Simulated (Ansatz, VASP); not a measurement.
# One calculation of Li7Sb, two programs

Contents of INCAR:

```
SYSTEM = Li7Sb
  PREC = Accurate
  ENCUT = 520
  EDIFF = 1E-6
  ISMEAR = 0
  SIGMA = 0.1
  LREAL = .False.
  LASPH = .True.
  NELM = 100
  ALGO = Fast
  ISIF = 2
  LWAVE = .False.
  LCHARG = .False.
  GGA = PE
  NBANDS = 23
```

Contents of KPOINTS:

```
Automatic mesh
0
Gamma
  4 4 4
  0 0 0
```

The input POSCAR:

```
Li7Sb
1.0
    0.0000000000      3.9732383400      3.9732383400
    3.9732383400      0.0000000000      3.9732383400
    3.9732383400      3.9732383400      0.0000000000
Li Sb
7 1
Direct
    0.5606917300      0.9393082700      0.9393082700
    0.9393082700      0.5606917300      0.5606917300
    0.9393082700      0.5606917300      0.9393082700
    0.5606917300      0.9393082700      0.5606917300
    0.9393082700      0.9393082700      0.5606917300
    0.5606917300      0.5606917300      0.9393082700
    0.5000000000      0.5000000000      0.5000000000
    0.0000000000      0.0000000000      0.0000000000
```

Input for Ansatz:

```yaml
crystal:
  lattice:
    - [0.0, 3.97323834, 3.97323834]
    - [3.97323834, 0.0, 3.97323834]
    - [3.97323834, 3.97323834, 0.0]
  atoms:
    - { symbol: Li, position: [0.56069173, 0.93930827, 0.93930827] }
    - { symbol: Li, position: [0.93930827, 0.56069173, 0.56069173] }
    - { symbol: Li, position: [0.93930827, 0.56069173, 0.93930827] }
    - { symbol: Li, position: [0.56069173, 0.93930827, 0.56069173] }
    - { symbol: Li, position: [0.93930827, 0.93930827, 0.56069173] }
    - { symbol: Li, position: [0.56069173, 0.56069173, 0.93930827] }
    - { symbol: Li, position: [0.5, 0.5, 0.5] }
    - { symbol: Sb, position: [0.0, 0.0, 0.0] }
basis:
  ecutwfc: 420
kpoints:
  mp_grid: { grid: [4, 4, 4] }
hamiltonian:
  xc: pbe
scf:
  occupations: { method: gaussian, width: 0.1 }
  lower_state_search: "off"
output:
  forces: true
  stress: true
  eigenvalues: true
```

Alike in both runs: task single point; functional PBE; k mesh 4 × 4 × 4; occupations gaussian, width 0.1 eV; no spin polarisation.

|  | VASP | Ansatz |
| --- | --- | --- |
| version | VASP 6.6.1 | Ansatz 0.2.0 |
| potentials or method | VASP PAW PBE potentials, release 64 (Li_sv, Sb), cutoff 520 eV | scalar-relativistic, plane waves, PAW |
| valence electrons in the cell | 26 | 36 |

Ansatz gave:

* gap on the k mesh at the Fermi level (eV): none
* rms of the force components (eV/Å): 1.668

Question: Which values does VASP return?

Answer: gap on the k mesh at the Fermi level (eV): none; rms of the force components (eV/Å): 1.683.

Atom by atom the forces differ by 0.015 eV/Å (rms over components). A gap of «none» marks a metal or a gap that the smearing closes. The functional is the same, so the differences come from potentials, cutoffs and numerics. VASP's potentials hold 26 valence electrons a cell and Ansatz's 36, so a difference there can come from the potentials and not from the codes.

Neither program's run includes spin-orbit coupling. Noted on VASP's run: the cutoff is under 1.25 times that of the potentials, so the pressure is a little rough.
